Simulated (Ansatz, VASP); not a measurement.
**Two plane-wave programs on CaPtCl6**

The input INCAR:

```
ALGO = Normal
EDIFF = 1E-7
ENCUT = 520
GGA = PE
ISIF = 2
ISMEAR = 0
LASPH = T
LCHARG = T
LELF = T
LREAL = F
LVHAR = T
LWAVE = F
NBANDS = 41
NELM = 80
PREC = Accurate
SIGMA = 0.1
```

The input KPOINTS:

```
k-points
0
Gamma
  2 2 2
```

File POSCAR:

```
CaPtCl6
1.0
    0.0000000000      5.0790517221      5.0790517221
    5.0790517221      0.0000000000      5.0790517221
    5.0790517221      5.0790517221      0.0000000000
Ca Pt Cl
1 1 6
Direct
    0.5000000000      0.5000000000      0.5000000000
    0.0000000000      0.0000000000      0.0000000000
    0.7696729472      0.2303270528      0.2303270528
    0.2303270528      0.7696729472      0.7696729472
    0.2303270528      0.7696729472      0.2303270528
    0.7696729472      0.2303270528      0.7696729472
    0.2303270528      0.2303270528      0.7696729472
    0.7696729472      0.7696729472      0.2303270528
```

Input for Ansatz:

```yaml
crystal:
  lattice:
    - [0.0, 5.0790517221, 5.0790517221]
    - [5.0790517221, 0.0, 5.0790517221]
    - [5.0790517221, 5.0790517221, 0.0]
  atoms:
    - { symbol: Ca, position: [0.5, 0.5, 0.5] }
    - { symbol: Pt, position: [0.0, 0.0, 0.0] }
    - { symbol: Cl, position: [0.7696729472, 0.2303270528, 0.2303270528] }
    - { symbol: Cl, position: [0.2303270528, 0.7696729472, 0.7696729472] }
    - { symbol: Cl, position: [0.2303270528, 0.7696729472, 0.2303270528] }
    - { symbol: Cl, position: [0.7696729472, 0.2303270528, 0.7696729472] }
    - { symbol: Cl, position: [0.2303270528, 0.2303270528, 0.7696729472] }
    - { symbol: Cl, position: [0.7696729472, 0.7696729472, 0.2303270528] }
basis:
  ecutwfc: 420
kpoints:
  mp_grid: { grid: [2, 2, 2] }
hamiltonian:
  xc: pbe
scf:
  occupations: { method: gaussian, width: 0.1 }
  lower_state_search: "off"
output:
  forces: true
  stress: true
  eigenvalues: true
```

Alike in both runs: task single point; functional PBE; k mesh 2 × 2 × 2; occupations gaussian, width 0.1 eV; no spin polarisation.

```csv
,VASP,Ansatz
version,VASP 6.6.1,Ansatz 0.2.0
potentials or method,"VASP PAW PBE potentials, release 64 (Ca_sv, Pt, Cl), cutoff 520 eV","scalar-relativistic, plane waves, PAW"
valence electrons in the cell,62,70
```

```csv
,VASP,Ansatz,Ansatz less VASP
gap on the k mesh at the Fermi level (eV),1.16,1.15,-0.006
least direct gap on the mesh (eV),1.16,1.15,-0.006
pressure (GPa),-0.1,0.0,+0.12
rms of the force components (eV/Å),0.032,0.009,-0.0227
```

Atom by atom the forces differ by 0.023 eV/Å (rms over components). The functional is the same, so the differences come from potentials, cutoffs and numerics. VASP's potentials hold 62 valence electrons a cell and Ansatz's 70, so a difference there can come from the potentials and not from the codes.

The k mesh is coarse, so the values compare programs but aren't converged. Neither program's run includes spin-orbit coupling.
